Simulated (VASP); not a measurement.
Wanted: the native input for a VASP 6.6.1 run.

- Task: single point
- Functional: PBE
- Potentials or basis: VASP PAW PBE potentials, release 64 (Hf_pv, Si, O)
- Cutoff: 520 eV
- k mesh: 6 × 6 × 4
- Occupations: gaussian, width 0.1 eV
- Spin: no spin polarisation
- Dipole correction: no
- Further INCAR settings: ALGO = Normal; EDIFF = 1e-07; NBANDS = 31

The structure of Hf3Si2O lies in POSCAR:

```
Hf3Si2O
1.0
    4.0063169800      0.0000000000      0.0000000000
   -2.0031584900      3.4695722800      0.0000000000
    0.0000000000      0.0000000000      7.1707712000
Hf Si O
3 2 1
Direct
    0.6666666700      0.3333333300      0.3561005300
    0.3333333300      0.6666666700      0.6438994700
    0.0000000000      0.0000000000      0.5000000000
    0.6666666700      0.3333333300      0.6847193800
    0.3333333300      0.6666666700      0.3152806200
    0.0000000000      0.0000000000      0.0000000000
```

The cell was built from a structure type or drawn by symmetry, and may not be a known phase.

The input as run:

INCAR

```
SYSTEM = Hf3Si2O
PREC = Accurate
ENCUT = 520
EDIFF = 1E-7
ISMEAR = 0
SIGMA = 0.1
LREAL = .False.
LASPH = .True.
NELM = 60
ALGO = Normal
ISIF = 2
LWAVE = .False.
LCHARG = .True.
GGA = PE
LELF = .True.
LVHAR = .True.
NBANDS = 31
```

KPOINTS

```
Automatic mesh
0
Gamma
  6 6 4
  0 0 0
```

Potentials or basis: VASP PAW PBE potentials, release 64 (Hf_pv, Si, O).

The run is started by

```bash
$ cat potpaw_PBE.64/Hf_pv/POTCAR potpaw_PBE.64/Si/POTCAR potpaw_PBE.64/O/POTCAR > POTCAR
$ mpirun -np 1 vasp_std > vasp.out
```

Results of the run:

* Pressure: 60.2 GPa
* Largest force: 9.602 eV/Å
* Band gap on the k mesh: zero (bands 22 and 23 overlap by 0.44 eV)

Caveat: the cell stands under pressure; spin-orbit coupling is left out, which moves the levels of the heavy elements; forces of over 1 eV/Å act on the atoms, so gaps and moduli don't describe the material at rest.

Run time: 42 s on 1 thread of Intel(R) Xeon(R) 6975P-C (Granite Rapids) (shared host), peak memory 0.24 GiB.
